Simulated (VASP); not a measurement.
Ge, 2 atoms in the cell. Symmetry: Fd-3m, No. 227, cubic system. The conventional cell has a = 5.463 Å, b = 5.463 Å, c = 5.463 Å, α = 90.00°, β = 90.00°, γ = 90.00°. Within 3.1 Å of Ge (site symmetry -43m) lie 4 Ge at 2.37 Å. 

```yaml
Program: VASP 6.6.1
Task: single point
Functional: PBE
Potentials_or_basis: VASP PAW PBE potentials, release 64 (Ge_d)
Cutoff: 520 eV
k_mesh: 6 × 6 × 6
Occupations: fermi-dirac, width 0.05 eV
Spin: no spin polarisation
Dipole_correction: no
Further_INCAR_settings: ALGO = Normal; EDIFF = 1e-06; NBANDS = 21
```

Potentials or basis: VASP PAW PBE potentials, release 64 (Ge_d).

Command:

```console
$ cat potpaw_PBE.64/Ge_d/POTCAR > POTCAR
$ mpirun -np 1 vasp_std > vasp.out
```

Hardware: 1 thread of Intel(R) Xeon(R) Platinum 8259CL CPU @ 2.50GHz (Skylake/Cascade Lake), with other jobs on the host.

Problem. Estimate the wall time of this run.

Solution. Run time: 20 s on 1 thread of Intel(R) Xeon(R) Platinum 8259CL CPU @ 2.50GHz (Skylake/Cascade Lake), on a shared host, peak memory 0.16 GiB. Counts: scf iterations 12, k points 16.
